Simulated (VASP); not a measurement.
# Fe (Fmmm) in VASP: settings compared, part 2 of 2

VASP 6.6.1. The steps go on from the part before.

### 5 Single point, PBEsol, collinear spin, ferromagnetic start (volume scaled by 0.96)

The input, INCAR:

```
SYSTEM = Fe
PREC = Accurate
ENCUT = 520
EDIFF = 1E-6
ISMEAR = -1
SIGMA = 0.05
LREAL = .False.
LASPH = .True.
NELM = 150
ALGO = Normal
ISIF = 2
LWAVE = .False.
LCHARG = .False.
ISPIN = 2
MAGMOM = 3
LORBIT = 11
LMAXMIX = 4
GGA = PS
NBANDS = 14
```

The input, KPOINTS:

```
regular mesh
0
Gamma
  13 13 13
  0 0 0
```

The input, POSCAR:

```
Fe
1.0
    0.0000000000      1.9154967481      1.9385464314
    1.4781880421      0.0000000000      1.9385464314
    1.4781880421      1.9154967481      0.0000000000
Fe
1
Direct
    0.0000000000      0.0000000000      0.0000000000
```

Potentials or basis: VASP PAW PBE potentials, release 64 (Fe).

Started as:

```bash
$ cat potpaw_PBE.64/Fe/POTCAR > POTCAR
$ mpirun -np 1 vasp_std > vasp.out
```

OUTCAR:

```text
SYSTEM = Fe
   PREC = Accurate
   ENCUT = 520
   EDIFF = 1E-6
   ISMEAR = -1
   LREAL = .False.
   LASPH = .True.
   NELM = 150
   ISIF = 2
   ISPIN = 2
   LORBIT = 11
   GGA = PS

 ion  position               nearest neighbor table
   1  0.000  0.000  0.000-

  LATTYP: Found a face centered orthorhombic cell.
 ALAT       =     2.9563760842
 B/A-ratio  =     1.2958410524
 C/A-ratio  =     1.3114342534

  Lattice vectors:

 A1 = (   0.0000000000,   1.9154967481,   1.9385464314)
 A2 = (   1.4781880421,   0.0000000000,   1.9385464314)
 A3 = (   1.4781880421,   1.9154967481,   0.0000000000)

Analysis of symmetry for initial positions (statically):
=====================================================================
 Subroutine PRICEL returns:
 Original cell was already a primitive cell.

 Routine SETGRP: Setting up the symmetry group for a
 face centered orthorhombic supercell.

 Subroutine GETGRP returns: Found  8 space group operations
 (whereof  8 operations were pure point group operations)
 out of a pool of  8 trial point group operations.

The static configuration has the point symmetry D_2h.

Analysis of symmetry for dynamics (positions and initial velocities):
=====================================================================
 Subroutine PRICEL returns:
 Original cell was already a primitive cell.

 Routine SETGRP: Setting up the symmetry group for a
 face centered orthorhombic supercell.

 Subroutine GETGRP returns: Found  8 space group operations
 (whereof  8 operations were pure point group operations)
 out of a pool of  8 trial point group operations.

The dynamic configuration has the point symmetry D_2h.

Analysis of structural, dynamic, and magnetic symmetry:
=====================================================================
 Subroutine PRICEL returns:
 Original cell was already a primitive cell.

 Routine SETGRP: Setting up the symmetry group for a
 face centered orthorhombic supercell.

 Subroutine GETGRP returns: Found  8 space group operations
 (whereof  8 operations were pure point group operations)
 out of a pool of  8 trial point group operations.

[... 151 lines left out ...]

 spin component 1

 k-point     1 :       0.0000    0.0000    0.0000
  band No.  band energies     occupation
      1      -2.6987      1.00000
      2       3.4981      1.00000
      3       3.6007      1.00000
      4       3.9735      1.00000
      5       4.7363      1.00000
      6       5.1545      1.00000
      7      30.1795      0.00000
      8      31.7135      0.00000
      9      31.9913      0.00000
     10      36.1723      0.00000
     11      37.2035      0.00000
     12      37.8057      0.00000
     13      38.1852      0.00000
     14      38.2794      0.00000
[... 379 lines left out ...]
      3       3.5769      1.00000
      4       4.7453      1.00000
      5       5.5371      0.99998
      6       7.4324      0.00000
      7      16.1151      0.00000
      8      21.9996      0.00000
      9      26.7903      0.00000
     10      32.4163      0.00000
     11      35.8553      0.00000
     12      39.4267      0.00000
     13      45.7643      0.00000
     14      47.5485      0.00000

 [... further k-points ...]

 spin component 2

 k-point     1 :       0.0000    0.0000    0.0000
  band No.  band energies     occupation
      1      -2.4353      1.00000
      2       5.2716      1.00000
      3       5.4189      1.00000
      4       5.9296      0.95202
      5       7.2048      0.00000
      6       7.8235      0.00000
      7      30.0823      0.00000
      8      31.6626      0.00000
      9      31.9703      0.00000
     10      36.6232      0.00000
     11      37.3774      0.00000
     12      38.7960      0.00000
     13      38.8863      0.00000
     14      38.9812      0.00000
[... 379 lines left out ...]
      3       4.8532      1.00000
      4       7.0688      0.00000
      5       8.0322      0.00000
      6       9.1619      0.00000
      7      17.1169      0.00000
      8      22.6063      0.00000
      9      27.3401      0.00000
     10      32.7221      0.00000
     11      36.3156      0.00000
     12      39.9966      0.00000
     13      46.0164      0.00000
     14      48.2078      0.00000

 [... further k-points ...]
[... 5 lines left out ...]
  --------------------------------------------------------------------------------------
  -------------------------------------------------------------------------------------
  Total       -0.6569856      0.0867902     -0.0379971     -0.0000000      0.0000000      0.0000000
  in kB      -95.8846538     12.6667105     -5.5455337     -0.0000000      0.0000000      0.0000000
  external PRESSURE =     -29.5878257 kB  Pullay stress =       0.0000000 kB

 VOLUME and BASIS-vectors are now :
 -----------------------------------------------------------------------------
  energy-cutoff  :      520.00
  volume of cell :       10.98
      direct lattice vectors                 reciprocal lattice vectors
     0.000000000  1.915496748  1.938546431    -0.338251958  0.261028895  0.257925212
     1.478188042  0.000000000  1.938546431     0.338251958 -0.261028895  0.257925212
     1.478188042  1.915496748  0.000000000     0.338251958  0.261028895 -0.257925212

 POSITION                                       TOTAL-FORCE (eV/Angst)
 -----------------------------------------------------------------------------------
      0.00000      0.00000      0.00000         0.000000      0.000000      0.000000
 -----------------------------------------------------------------------------------
    total drift:                                0.000000      0.000000     -0.000000

  FREE ENERGIE OF THE ION-ELECTRON SYSTEM (eV)
  ---------------------------------------------------
  free  energy   TOTEN  =        -8.8999695784 eV

  energy  without entropy=       -8.8912632098  energy(sigma->0) =       -8.89561639

 total charge

# of ion       s       p       d       tot
------------------------------------------
    1        0.505   0.576   6.266   7.347

 magnetization (x)

# of ion       s       p       d       tot
------------------------------------------
    1       -0.014  -0.049   2.159   2.096
```

OSZICAR:

```text
N       E                     dE             d eps       ncg     rms          rms(c)
DAV:   1     0.212744889496E+02    0.21274E+02   -0.38237E+03 21164   0.705E+02
DAV:   2    -0.905086026423E+01   -0.30325E+02   -0.27764E+02 20942   0.129E+02
DAV:   3    -0.994778256354E+01   -0.89692E+00   -0.88965E+00 23446   0.230E+01
DAV:   4    -0.995062854025E+01   -0.28460E-02   -0.28457E-02 22250   0.117E+00
DAV:   5    -0.995064124645E+01   -0.12706E-04   -0.12706E-04 23450   0.794E-02    0.126E+01
DAV:   6    -0.897603257736E+01    0.97461E+00   -0.10285E+01 24566   0.377E+01    0.504E+00
DAV:   7    -0.891760751187E+01    0.58425E-01   -0.52385E-01 23702   0.833E+00    0.314E+00
DAV:   8    -0.890830807343E+01    0.92994E-02   -0.57899E-03 22584   0.452E-01    0.132E+00
DAV:   9    -0.890007543502E+01    0.82326E-02   -0.62713E-03 25894   0.373E-01    0.274E-01
DAV:  10    -0.889995299619E+01    0.12244E-03   -0.45055E-04 23552   0.270E-01    0.754E-02
DAV:  11    -0.889996967499E+01   -0.16679E-04   -0.11290E-04 22366   0.886E-02    0.317E-02
DAV:  12    -0.889996861858E+01    0.10564E-05   -0.22794E-06 22460   0.167E-02    0.126E-02
DAV:  13    -0.889996968987E+01   -0.10713E-05   -0.19108E-06 16062   0.858E-03    0.964E-03
DAV:  14    -0.889996957841E+01    0.11145E-06   -0.47670E-07 10252   0.697E-03
   1 F= -.88999696E+01 E0= -.88956164E+01  d E =-.870637E-02  mag=     2.1128
```

stdout:

```text
POSCAR found type information on POSCAR Fe
 POSCAR found :  1 types and       1 ions
 scaLAPACK will be used
 -----------------------------------------------------------------------------
|                                                                             |
|                                                                             |
|     You enforced a specific xc type in the INCAR file but a different       |
|     I HOPE YOU KNOW WHAT YOU ARE DOING!                                     |
|                                                                             |
 -----------------------------------------------------------------------------

 LDA part: xc-table for (Slater+PW92), standard interpolation
 POSCAR, INCAR and KPOINTS ok, starting setup
 FFT: planning ... GRIDC
 FFT: planning ... GRID_SOFT
 FFT: planning ... GRID
 WAVECAR not read
 entering main loop
```

Run time: 1.8 min. Hardware: 1 thread of Intel Xeon Platinum 8259CL at 2.50GHz (Skylake/Cascade Lake), shared host; peak memory 0.19 GiB.

What came out:

* Free energy: -8.9000 eV
* Pressure: -3.0 GPa
* Net moment: 2.11 μB per cell
* Site moments: Fe +2.10 μB
* Valence electrons inside the program's atomic spheres: Fe 7.35

Levels at points of the mesh, in eV from the Fermi level:
Spin up:
| k point | band 1 | band 2 | band 3 | band 4 | band 5 | band 6 | band 7 | band 8 | band 9 | band 10 |
| --- | --- | --- | --- | --- | --- | --- | --- | --- | --- | --- |
| (0.00, 0.00, 0.00) | -8.78 | -2.58 | -2.48 | -2.11 | -1.34 | -0.92 | 24.10 | 25.63 | 25.91 | 30.09 |
Spin down:
```tsv
k point	band 1	band 2	band 3	band 4	band 5	band 6	band 7
(0.00, 0.00, 0.00)	-8.51	-0.81	-0.66	-0.15	1.13	1.74	24.00
```

Caveat: the PAW data sets were made with another functional, which shifts forces and pressure a little.

### 6 Overview

```csv
level,potentials or basis,cell,gap on the mesh (eV),pressure (GPa),moment (μB)
PBEsol,"VASP PAW PBE potentials, release 64 (Fe)","a = 2.735, b = 2.440, c = 2.453 Å, angles 68.0, 55.8, 56.2°, 1 atom",none,-6.5,2.17
LDA,"VASP PAW LDA potentials, release 64 (Fe)","a = 2.706, b = 2.421, c = 2.403 Å, angles 68.3, 56.2, 55.6°, 1 atom",none,-8.3,2.00
LDA,"VASP PAW LDA potentials, release 64 (Fe)","a = 2.725, b = 2.438, c = 2.420 Å, angles 68.3, 56.2, 55.6°, 1 atom",none,-12.5,2.04
PBEsol,"VASP PAW PBE potentials, release 64 (Fe)","a = 2.725, b = 2.438, c = 2.420 Å, angles 68.3, 56.2, 55.6°, 1 atom",none,-3.0,2.11
```

Alike in all rows: task single point; spin collinear, ferromagnetic start; k mesh 13 × 13 × 13; cutoff (eV) 520; smearing fermi-dirac 0.05 eV.

Caveats: the PAW data sets were made with another functional, which shifts forces and pressure a little (some runs).

Total energies depend on the potentials used, so only differences within one code and one set of settings carry meaning.
